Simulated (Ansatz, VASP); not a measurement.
**ZrO2: VASP beside Ansatz**

```
Zr O
1.0
     0.00000    2.49277    2.49277
     2.49277    0.00000    2.49277
     2.49277    2.49277    0.00000
Zr O
1 2
Direct
  0.00000 0.00000 0.00000
  0.25000 0.25000 0.25000
  0.75000 0.75000 0.75000
```

Alike in both runs: task single point; functional r2SCAN; k mesh 8 × 8 × 8; no spin polarisation.

```csv
,VASP,Ansatz
version,VASP 6.6.1,Ansatz 0.2.0
potentials or method,"VASP PAW PBE potentials, release 64 (Zr_sv, O)","plane waves, PAW"
plane-wave cutoff (eV),660,500
occupations,"gaussian, width 0.01 eV",fixed
valence electrons in the cell,24,24
```

|  | VASP | Ansatz | Ansatz less VASP |
| --- | --- | --- | --- |
| gap on the k mesh at the Fermi level (eV) | 4.06 | 4.08 | +0.016 |
| pressure (GPa) | 18.2 | 18.1 | -0.12 |

VASP's potentials were made for PBE, not for r2SCAN.
